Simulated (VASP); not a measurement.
# HC16 (a cell with a defect) in VASP: a series of runs, part 2 of 2

VASP 6.6.1. Earlier steps stand in the parts before.

**4. Single point, PBE+D3(BJ)**

Contents of INCAR:

```
PREC = Accurate ; ENCUT = 520
EDIFF = 1E-7 ; ISMEAR = 0
SIGMA = 0.02 ; LREAL = Auto
LASPH = True ; NELM = 60
ALGO = Normal ; ISIF = 2
LWAVE = False ; LCHARG = False
GGA = PE ; IVDW = 12
NBANDS = 46 ; NELECT = 64.0
```

Contents of KPOINTS:

```
Automatic mesh
0
Gamma
  3 3 3
```

Contents of POSCAR:

```
HC16
1.0
    0.0000000000      3.5700000000      3.5700000000
    3.5700000000      0.0000000000      3.5700000000
    3.5700000000      3.5700000000      0.0000000000
C H
16 1
Direct
    0.0134739496     -0.0096932773     -0.0040226891
    0.1403802521      0.1113138655      0.1252805322
    0.0092605042     -0.0076291317      0.4970389356
    0.1403798319      0.1112669468      0.6187624650
    0.0105364146      0.4879400560      0.0129355742
    0.1451631653      0.6181410364      0.1162239496
    0.0104899160      0.4878943978      0.4843481793
    0.1512187675      0.6272408964      0.6087140056
    0.5141620448     -0.0091855742     -0.0032497199
    0.6394424370      0.1152054622      0.1205390756
    0.5141585434     -0.0091910364      0.4939997199
    0.6358801120      0.1144840336      0.6226789916
    0.5176619048      0.4894512605     -0.0056899160
    0.6378333333      0.6171635854      0.1222731092
    0.5169666667      0.4889316527      0.4949100840
    0.6377945378      0.6171623249      0.6184696078
    0.0247348739      0.4314852941      0.7696051821
```

Potentials or basis: VASP PAW PBE potentials, release 64 (C, H).

On the command line:

```bash
cat potpaw_PBE.64/C/POTCAR potpaw_PBE.64/H/POTCAR > POTCAR
mpirun -np 1 vasp_std > vasp.out
```

OUTCAR:

```text
PREC = Accurate
   ENCUT = 520
   EDIFF = 1E-7
   ISMEAR = 0
   LREAL = Auto
   LASPH = True
   NELM = 60
   ISIF = 2
   GGA = PE
   IVDW = 12
   NELECT = 64.0
 IVDW          = 12

 ion  position               nearest neighbor table
   1  0.013  0.990  0.996-   6 1.53  10 1.54   4 1.56   2 1.56
   2  0.140  0.111  0.125-   3 1.53   9 1.54   5 1.55   1 1.56
   3  0.009  0.992  0.497-   8 1.51   4 1.53   2 1.53  12 1.54
   4  0.140  0.111  0.619-   3 1.53  11 1.54   7 1.55   1 1.56
   5  0.011  0.488  0.013-  17 1.36   6 1.52  14 1.54   2 1.55   8 1.67
   6  0.145  0.618  0.116-   5 1.52   7 1.52   1 1.53  13 1.54
   7  0.010  0.488  0.484-  17 1.35   6 1.52  16 1.54   4 1.55   8 1.67
   8  0.151  0.627  0.609-  17 1.16   3 1.51  15 1.51   5 1.67   7 1.67
   9  0.514  0.991  0.997-  10 1.54  14 1.54   2 1.54  12 1.54
  10  0.639  0.115  0.121-   9 1.54  11 1.54   1 1.54  13 1.54
  11  0.514  0.991  0.494-  10 1.54  16 1.54   4 1.54  12 1.54
  12  0.636  0.114  0.623-   3 1.54   9 1.54  11 1.54  15 1.54
  13  0.518  0.489  0.994-   6 1.54  10 1.54  16 1.55  14 1.55
  14  0.638  0.617  0.122-  15 1.54   5 1.54   9 1.54  13 1.55
  15  0.517  0.489  0.495-   8 1.51  16 1.54  14 1.54  12 1.54
  16  0.638  0.617  0.618-  15 1.54   7 1.54  11 1.54  13 1.55
  17  0.025  0.431  0.770-   8 1.16   7 1.35   5 1.36

  LATTYP: Found a face centered cubic cell.
 ALAT       =     7.1400000000

  Lattice vectors:

 A1 = (   0.0000000000,   3.5700000000,   3.5700000000)
 A2 = (   3.5700000000,   0.0000000000,   3.5700000000)
 A3 = (   3.5700000000,   3.5700000000,   0.0000000000)

Analysis of symmetry for initial positions (statically):
=====================================================================
 Subroutine PRICEL returns:
 Original cell was already a primitive cell.

 Routine SETGRP: Setting up the symmetry group for a
 face centered cubic supercell.

 Subroutine GETGRP returns: Found  1 space group operations
 (whereof  1 operations were pure point group operations)
 out of a pool of 48 trial point group operations.

The static configuration has the point symmetry C_1 .

Analysis of symmetry for dynamics (positions and initial velocities):
=====================================================================
 Subroutine PRICEL returns:
 Original cell was already a primitive cell.

 Routine SETGRP: Setting up the symmetry group for a
 face centered cubic supercell.

 Subroutine GETGRP returns: Found  1 space group operations
 (whereof  1 operations were pure point group operations)
 out of a pool of 48 trial point group operations.

The dynamic configuration has the point symmetry C_1 .

 Subroutine INISYM returns: Found  1 space group operations
 (whereof  1 operations are pure point group operations),
 and found     1 'primitive' translations

----------------------------------------------------------------------------------------

                                     Primitive cell

  volume of cell :      90.9986

  direct lattice vectors                    reciprocal lattice vectors
     0.000000000  3.570000000  3.570000000    -0.140056022  0.140056022  0.140056022
     3.570000000  0.000000000  3.570000000     0.140056022 -0.140056022  0.140056022
     3.570000000  3.570000000  0.000000000     0.140056022  0.140056022 -0.140056022

  length of vectors
     5.048742418  5.048742418  5.048742418     0.242584147  0.242584147  0.242584147

[... 81 lines left out ...]
   k-points           NKPTS =     14   k-points in BZ     NKDIM =     14   number of bands    NBANDS=     46
   number of dos      NEDOS =    301   number of ions     NIONS =     17
   total plane-waves  NPLWV =  64000
   dimension x,y,z NGX =    40 NGY =   40 NGZ =   40
   dimension x,y,z NGXF=    80 NGYF=   80 NGZF=   80
   ions per type =              16   1
   NGX,Y,Z   is equivalent  to a cutoff of  13.17, 13.17, 13.17 a.u.
   NGXF,Y,Z  is equivalent  to a cutoff of  26.34, 26.34, 26.34 a.u.
 SYSTEM =  unknown system
   PREC   = accura    normal or accurate (medium, high low for compatibility)
   ISTART =      0    job   : 0-new  1-cont  2-samecut
   ICHARG =      2    charge: 1-file 2-atom 10-const
   ISPIN  =      1    spin polarized calculation?
   LNONCOLLINEAR =      F non collinear calculations
   LSORBIT =      F    spin-orbit coupling
   LASPH  =      T    aspherical Exc in radial PAW
   ENCUT  =  520.0 eV  38.22 Ry    6.18 a.u.   9.39  9.39  9.39*2*pi/ulx,y,z
   NELM   =     60;   NELMIN=  2; NELMDL= -5     # of ELM steps
   EDIFF  = 0.1E-06   stopping-criterion for ELM
   LREAL  =      T    real-space projection
   EDIFFG = 0.1E-05   stopping-criterion for IOM
   NSW    =      0    number of steps for IOM
   IBRION =     -1    ionic relax: 0-MD 1-quasi-New 2-CG
   NFREE  =      0    steps in history (QN), initial steepest desc. (CG)
   ISIF   =      2    stress and relaxation
   ISYM   =      2    0-nonsym 1-usesym 2-fastsym
   POTIM  = 0.5000    time-step for ionic-motion
   TEBEG  =    0.0;   TEEND  =   0.0 temperature during run
   PSTRESS=    0.0 pullay stress
   NELECT =      64.0000    total number of electrons
   NUPDOWN=      -1.0000    fix difference up-down
   EMIN   =  10.00;   EMAX   =-10.00  energy-range for DOS
   EFERMI =   0.00;   METHOD = LEGACY
   ISMEAR =     0;   SIGMA  =   0.02  broadening in eV -4-tet -1-fermi 0-gaus
   EFERMI_NEDOS =   21; number of points for ismear=-14 and -15
   IALGO  =     38    algorithm
   IMIX   =      4    mixing-type and parameters
     AMIX     =   0.40;   BMIX     =  1.00
     AMIX_MAG =   1.60;   BMIX_MAG =  1.00
  volume/ion in A,a.u.               =       5.35        36.12
  Fermi-wavevector in a.u.,A,eV,Ry     =   1.455872  2.751200 28.838420  2.119564
  Thomas-Fermi vector in A             =   2.572856
   LORBIT       =      0    0 simple, 1 ext, 2 COOP (PROOUT), +10 PAW based schemes
   GGA     = PE    functional components
   LHFCALC =     F    Hartree Fock is set to
   AEXX    =    0.0000 exact exchange contribution
   IVDW    =    12    specifies the selected vdW correction
   LEPSILON=     F    determine dielectric tensor
   LRPA    =     F    only Hartree local field effects (RPA)
 non-spin polarized calculation
 Gauss-broadening in eV      SIGMA  =   0.02
  energy-cutoff  :      520.00
  volume of cell :       91.00
 maximum number of plane-waves:      2453
 NGX is ok and might be reduce to    40
   NGX = 19   NGY = 19   NGZ = 19

 number of electron      63.9999999 magnetization

 Free energy of the ion-electron system (eV)
  ---------------------------------------------------
  ext. energy  EPLUGINS =         0.00000000
  ---------------------------------------------------
  free energy    TOTEN  =      -155.18605082 eV

  energy without entropy =     -155.18605082  energy(sigma->0) =     -155.18605082

 E-fermi :  10.0649     XC(G=0): -13.2468

 val. band max:        9.9640777535   @ k =   0.0000   0.0000   0.0000
 cond. band min:      12.6168885691   @ k =   0.0000   0.0000   0.0000
 fundamental gap:      2.6528108156
 Fermi energy:        10.0648885504

 k-point     1 :       0.0000    0.0000    0.0000
  band No.  band energies     occupation
      1     -11.9943      2.00000
      2      -6.9915      2.00000
      3      -5.9502      2.00000
      4      -5.9352      2.00000
      5      -5.8493      2.00000
      6      -4.7949      2.00000
[... 647 lines left out ...]
     43      19.1761      0.00000
     44      19.5273      0.00000
 [bands above 44 left out]

------------------------ aborting loop because EDIFF is reached ----------------------------------------

 Edisp (eV)   -3.23241

 E8    (eV) :    -0.9204

  FORCE on cell =-STRESS in cart. coord.  units (eV):
  Direction    XX          YY          ZZ          XY          YZ          ZX
  --------------------------------------------------------------------------------------
  -------------------------------------------------------------------------------------
  Total      -9.70955    -9.70192    -9.92181     1.79732    -0.14209     0.13075
  in kB    -170.95237  -170.81802  -174.68945    31.64467    -2.50173     2.30204
  external pressure =     -172.15 kB  Pullay stress =        0.00 kB

 VOLUME and BASIS-vectors are now :
 -----------------------------------------------------------------------------
  energy-cutoff  :      520.00
  volume of cell :       91.00
      direct lattice vectors                 reciprocal lattice vectors
     0.000000000  3.570000000  3.570000000    -0.140056022  0.140056022  0.140056022
     3.570000000  0.000000000  3.570000000     0.140056022 -0.140056022  0.140056022
     3.570000000  3.570000000  0.000000000     0.140056022  0.140056022 -0.140056022

 POSITION                                       TOTAL-FORCE (eV/Angst)
 -----------------------------------------------------------------------------------
      7.09103      3.60374      3.58350         0.001755      0.002137      0.008321
      0.84464      0.94841      0.89855        -0.003430     -0.002409     -0.005834
      5.31719      1.80749      3.57582        -0.000379      0.000854      0.000522
      2.60621      2.71014      0.89838         0.005140      0.002716      0.000247
      1.78813      0.08380      1.77956        -0.007000     -0.008022     -0.002327
      2.62168      0.93315      2.72500         0.009660      0.003930      0.004032
[... 9 lines left out ...]
      4.41121      4.48486      4.48020         0.002661      0.000660     -0.000461
      4.28789      2.83579      1.62871         0.002059     -0.007814     -0.023955
 -----------------------------------------------------------------------------------
    total drift:                                0.013320      0.005822     -0.000662

  FREE ENERGIE OF THE ION-ELECTRON SYSTEM (eV)
  ---------------------------------------------------
  free  energy   TOTEN  =      -158.4184652369 eV

  energy  without entropy=     -158.4184652369  energy(sigma->0) =     -158.41846524
```

Run time: 72 s. Hardware: 1 thread of Intel Xeon 6975P-C (Granite Rapids), shared host; peak memory 0.26 GiB.

Results:

```yaml
Free_energy: -158.4185 eV
Largest_force: 0.025 eV/Å
Dispersion_energy_per_atom: -0.190 eV
```

Forces on the atoms (eV/Å):
```
C    0.002  0.002  0.008
C   -0.003 -0.002 -0.006
C    0.000  0.001  0.001
C    0.005  0.003  0.000
C   -0.007 -0.008 -0.002
C    0.010  0.004  0.004
C   -0.004  0.007  0.004
C   -0.001  0.001  0.010
C   -0.004 -0.003  0.002
C    0.001  0.000  0.000
C    0.005  0.002  0.004
C    0.000  0.000 -0.005
C    0.000  0.000  0.004
C   -0.001 -0.004 -0.005
C   -0.005  0.005  0.005
C    0.003  0.001  0.000
H    0.002 -0.008 -0.024
```

Caveat: the k points lie up to 0.51 Å⁻¹ apart; the cell carries a net charge on a neutralising background, which shifts energy and pressure; the cell is charged against a uniform background, so pressure and absolute levels hang on convention.
